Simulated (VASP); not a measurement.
V, 1 atom in the cell. It takes space group Pm-3m (No. 221, cubic). Conventional cell: a = 2.463 Å, b = 2.463 Å, c = 2.463 Å, α = 90.00°, β = 90.00°, γ = 90.00°. Within 3.3 Å of V (site symmetry m-3m) lie 6 V at 2.46 Å. 

| Property | Result |
| --- | --- |
| Program | VASP 6.6.1 |
| Task | relaxation of cell and atoms |
| Functional | r2SCAN |
| Potentials or basis | VASP PAW PBE potentials, release 64 (V_sv) |
| Cutoff | 600 eV |
| k mesh | 13 × 13 × 13 |
| Occupations | fermi-dirac, width 0.05 eV |
| Spin | collinear spin, ferromagnetic start |
| Starting moments | [1.0] μB |
| Dipole correction | no |
| Further INCAR settings | ALGO = Normal; EDIFF = 1e-06; IBRION = 2; EDIFFG = -0.01; NSW = 80; ISIF = 3 |

Potentials or basis: VASP PAW PBE potentials, release 64 (V_sv).

Command:

```console
$ cat potpaw_PBE.64/V_sv/POTCAR > POTCAR
$ cp INCAR.step1 INCAR
$ mpirun -np 1 vasp_std > vasp.out
$ cp INCAR.step2 INCAR
$ mpirun -np 1 vasp_std > vasp.out
```

Hardware: 1 thread of Intel Xeon 6975P-C, with other jobs on the host.

Task: Estimate the wall time of this run.

Result: It took 2.2 min on 1 thread of Intel Xeon 6975P-C, with other jobs on the host, peak memory 0.17 GiB. Counts: k points 84, ion steps 3.
